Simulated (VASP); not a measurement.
A run of VASP 6.6.1:

File POSCAR:

```
Ag
1.0
    0.0000000000      2.1006821639      1.9326275907
    2.1006821639      0.0000000000      1.9326275907
    2.1006821639      2.1006821639      0.0000000000
Ag
1
Direct
    0.0000000000      0.0000000000      0.0000000000
```

File INCAR.step1:

```
PREC     = Accurate       # precision mode
ENCUT    = 520            # plane-wave cutoff, eV
ISMEAR   = 0              # smearing method
SIGMA    = 0.15           # smearing width, eV
LREAL    = F              # projectors in reciprocal space
LASPH    = T              # aspherical terms in the spheres
NELM     = 60             # most SCF steps
NBANDS   = 12             # bands
GGA      = PE             # functional
ALGO     = Normal         # electronic algorithm
EDIFF    = 1E-4           # SCF threshold, eV
LWAVE    = T              # write WAVECAR
LCHARG   = F              # write CHGCAR
```

INCAR.step2

```
PREC     = Accurate       # precision mode
ENCUT    = 520            # plane-wave cutoff, eV
EDIFF    = 1E-7           # SCF threshold, eV
ISMEAR   = 0              # smearing method
SIGMA    = 0.15           # smearing width, eV
LREAL    = F              # projectors in reciprocal space
LASPH    = T              # aspherical terms in the spheres
NELM     = 60             # most SCF steps
ALGO     = Normal         # electronic algorithm
ISIF     = 2              # what is computed and relaxed
LWAVE    = F              # write WAVECAR
LCHARG   = F              # write CHGCAR
METAGGA  = R2SCAN         # meta-GGA
LMIXTAU  = T            
NBANDS   = 12             # bands
ISTART   = 1
```

The input KPOINTS:

```
Automatic mesh
0
Gamma
  22 22 22
```

Potentials or basis: VASP PAW PBE potentials, release 64 (Ag).

The run is started by

```bash
$ cat potpaw_PBE.64/Ag/POTCAR > POTCAR
$ cp INCAR.step1 INCAR
$ mpirun -np 1 vasp_std > vasp.out
$ cp INCAR.step2 INCAR
$ mpirun -np 1 vasp_std > vasp.out
```

Hardware: 1 thread of Intel Xeon 6975P-C (shared host).

Q: How long does it take, and how much memory?

A: Wall time 7.4 min on 1 thread of Intel Xeon 6975P-C, with other jobs on the host, peak memory 0.29 GiB. Counts: k points 834.
